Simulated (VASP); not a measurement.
Wanted: the native input for a VASP 6.6.1 run.

```yaml
Task: single point
Functional: PBE
Dispersion: D3(BJ)
Potentials_or_basis: VASP PAW PBE potentials, release 64 (B, N)
Cutoff: 520 eV
k_mesh: 7 × 9 × 3
Occupations: gaussian, width 0.05 eV
Spin: no spin polarisation
Dipole_correction: no
Further_INCAR_settings: ALGO = Normal; EDIFF = 1e-07; NBANDS = 26; ISYM = 0
```

The structure of BN lies in POSCAR:

```
BN
1.0
    1.2538424667     -3.3394821656      0.0000000000
    2.5076849335      0.0000000000      0.0000000000
    0.4179474889      0.0000000000      8.6753276438
B N
4 4
Direct
    0.0000000000     -0.1597255728      0.9583534369
    0.0000000000      0.4652744272      0.2083534369
    0.0000000000     -0.0763922395      0.4583534369
    0.0000000000      0.3819410938      0.7083534369
    0.0000000000     -0.0485994263      0.2915965581
    0.0000000000      0.4097339070      0.5415965581
    0.0000000000     -0.1319327597      0.7915965581
    0.0000000000      0.4930672403      0.0415965581
```

One way to write it, as run:

INCAR

```
SYSTEM = BN
ALGO = Normal
EDIFF = 1E-7
ENCUT = 520
GGA = PE
ISIF = 2
ISMEAR = 0
ISYM = 0
IVDW = 12
LASPH = .TRUE.
LCHARG = .FALSE.
LREAL = .FALSE.
LWAVE = .FALSE.
NBANDS = 26
NELM = 80
PREC = Accurate
SIGMA = 0.05
```

KPOINTS

```
k-points
0
G
  7 9 3
  0 0 0
```

Potentials or basis: VASP PAW PBE potentials, release 64 (B, N).

Run with:

```console
$ cat potpaw_PBE.64/B/POTCAR potpaw_PBE.64/N/POTCAR > POTCAR
$ mpirun -np 1 vasp_std > vasp.out
```

Results of the run:

* Pressure: 19.5 GPa
* Largest force: 26.878 eV/Å
* Band gap on the k mesh: 3.79 eV, indirect (least direct gap 3.88 eV)
* Dispersion energy per atom: -0.140 eV

Caveat: forces of over 1 eV/Å act on the atoms, so gaps and moduli don't describe the material at rest.

It took 81 s on 1 thread of Intel(R) Xeon(R) 6975P-C (Granite Rapids), with other jobs on the host, peak memory 0.27 GiB.
